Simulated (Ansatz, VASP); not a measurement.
Two plane-wave programs on BP2

```
B P
1.0
     0.00000    3.40400    3.40400
     3.40400    0.00000    3.40400
     3.40400    3.40400    0.00000
B P
2 4
Direct
  0.00000 0.00000 0.00000
  0.25000 0.25000 0.25000
  0.62500 0.62500 0.62500
  0.12500 0.62500 0.62500
  0.62500 0.62500 0.12500
  0.62500 0.12500 0.62500
```

Change from the starting cell: species swapped into the BiAu2 type (Fd-3m, No. 227).

Alike in both runs: functional PBE; k mesh 4 × 4 × 4; occupations gaussian, width 0.2 eV; no spin polarisation.

Ansatz relaxed the structure, and its values are those at the end. VASP's run is a single point on that final structure, the one shown.

|  | VASP | Ansatz |
| --- | --- | --- |
| version | VASP 6.6.1 | Ansatz 0.2.0 |
| potentials or method | VASP PAW PBE potentials, release 64 (B, P), cutoff 500 eV | scalar-relativistic, plane waves, PAW |
| valence electrons in the cell | 26 | 26 |

VASP gave:

| Item | Value |
| --- | --- |
| gap on the k mesh at the Fermi level (eV) | none |
| pressure (GPa) | 0.2 |

Problem. Which values does Ansatz return?

Solution. gap on the k mesh at the Fermi level (eV): none; pressure (GPa): 0.5.

A gap of «none» marks a metal or a gap that the smearing closes. With one functional, cell and mesh, what is left measures potentials, basis and numerics.

The k mesh is coarse, so the values compare programs but aren't converged.
